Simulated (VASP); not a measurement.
Set up this calculation in VASP 6.6.1, as the native input.

| Item | Value |
| --- | --- |
| Task | single point |
| Functional | PBE |
| Potentials or basis | VASP PAW PBE potentials, release 64 (Pt, Se) |
| Cutoff | 520 eV |
| k mesh | 4 × 4 × 6 |
| Occupations | fermi-dirac, width 0.02 eV |
| Spin | no spin polarisation |
| Dipole correction | no |
| Further INCAR settings | ALGO = Normal; EDIFF = 1e-07; NBANDS = 31 |

The structure of PtSe2 lies in POSCAR:

```
PtSe2
1.0
    5.8008426971      0.0000000000      0.0000000000
    0.0000000000      5.8008426971      0.0000000000
    0.0000000000      0.0000000000      4.0086142545
Pt Se
2 4
Direct
    0.0000000000      0.0000000000      0.0000000000
    0.5000000000      0.5000000000      0.5000000000
    0.3100953199      0.3100953199      0.0000000000
    0.1899046801      0.8100953199      0.5000000000
    0.8100953199      0.1899046801      0.5000000000
    0.6899046801      0.6899046801      0.0000000000
```

These files were run (other wordings do the same):

INCAR

```
SYSTEM = PtSe2
PREC     = Accurate       ! precision mode
ENCUT    = 520            ! plane-wave cutoff, eV
EDIFF    = 1E-7           ! SCF threshold, eV
ISMEAR   = -1             ! smearing method
SIGMA    = 0.02           ! smearing width, eV
LREAL    = .FALSE.        ! projectors in reciprocal space
LASPH    = .TRUE.         ! aspherical terms in the spheres
NELM     = 80             ! most SCF steps
ALGO     = Normal         ! electronic algorithm
ISIF     = 2              ! what is computed and relaxed
LWAVE    = .FALSE.        ! write WAVECAR
LCHARG   = .FALSE.        ! write CHGCAR
GGA      = PE             ! functional
NBANDS   = 31             ! bands
```

KPOINTS

```
regular mesh
0
G
  4 4 6
  0 0 0
```

Potentials or basis: VASP PAW PBE potentials, release 64 (Pt, Se).

Launch:

```bash
$ cat potpaw_PBE.64/Pt/POTCAR potpaw_PBE.64/Se/POTCAR > POTCAR
$ mpirun -np 1 vasp_std > vasp.out
```

Results of the run:

```yaml
Pressure: 0.0 GPa
Band_gap_on_the_k_mesh: zero (bands 22 and 23 overlap by 0.37 eV)
```

Caveat: the structure was generated, so it needn't be the stable form of PtSe2; spin-orbit coupling is left out, which moves the levels of the heavy elements.

Run time: 45 s on 1 thread of Intel(R) Xeon(R) 6975P-C (Granite Rapids) (shared host), peak memory 0.29 GiB.
